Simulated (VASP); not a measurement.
Set up this calculation in VASP 6.6.1, as the native input.

```yaml
Task: electric field gradients
Functional: PBEsol
Potentials_or_basis: VASP PAW PBE potentials, release 64 (Pb_d)
Cutoff: 520 eV
k_mesh: 12 × 12 × 7
Occupations: fermi-dirac, width 0.05 eV
Spin: no spin polarisation
Dipole_correction: no
Further_INCAR_settings: ALGO = Normal; EDIFF = 1e-08; NBANDS = 21
```

The structure of Pb lies in POSCAR:

```
Pb
1.0
    3.5148006975      0.0000000000      0.0000000000
   -1.7574003488      3.0439066932      0.0000000000
    0.0000000000      0.0000000000      5.5900000000
Pb
2
Direct
    0.3333333333      0.6666666667      0.2500000000
    0.6666666667      0.3333333333      0.7500000000
```

This isn't the form of Pb at room conditions, which is fcc.

This cell differs from its parent crystal: equal xx and yy strain of +1 %.

These files were run (other wordings do the same):

INCAR

```
  PREC = Accurate
  ENCUT = 520
  EDIFF = 1E-8
  ISMEAR = -1
  SIGMA = 0.05
  LREAL = F
  LASPH = T
  NELM = 80
  ALGO = Normal
  ISIF = 2
  LWAVE = F
  LCHARG = F
  GGA = PS
  LEFG = T
  NBANDS = 21
```

KPOINTS

```
regular mesh
0
Gamma
  12 12 7
```

Potentials or basis: VASP PAW PBE potentials, release 64 (Pb_d).

Command:

```bash
$ cat potpaw_PBE.64/Pb_d/POTCAR > POTCAR
$ mpirun -np 1 vasp_std > vasp.out
```

Results of the run:

The pressure is -0.2 GPa, the band gap on the k mesh is zero (bands 14 and 15 overlap by 7.46 eV) and the largest electric field gradient by atom is Pb -12.3 V/Å².

Caveat: the cell differs from its parent crystal (equal xx and yy strain of +1 %); without QUAD_EFG the Cq values of the log hold for a quadrupole moment of 1 mb, not for the nuclei; the PAW data sets were made with another functional, which shifts forces and pressure a little; spin-orbit coupling is left out, which moves the levels of the heavy elements.

It took 75 s on 1 thread of Intel(R) Xeon(R) Platinum 8259CL CPU @ 2.50GHz (Skylake/Cascade Lake), on a shared host, peak memory 0.22 GiB.
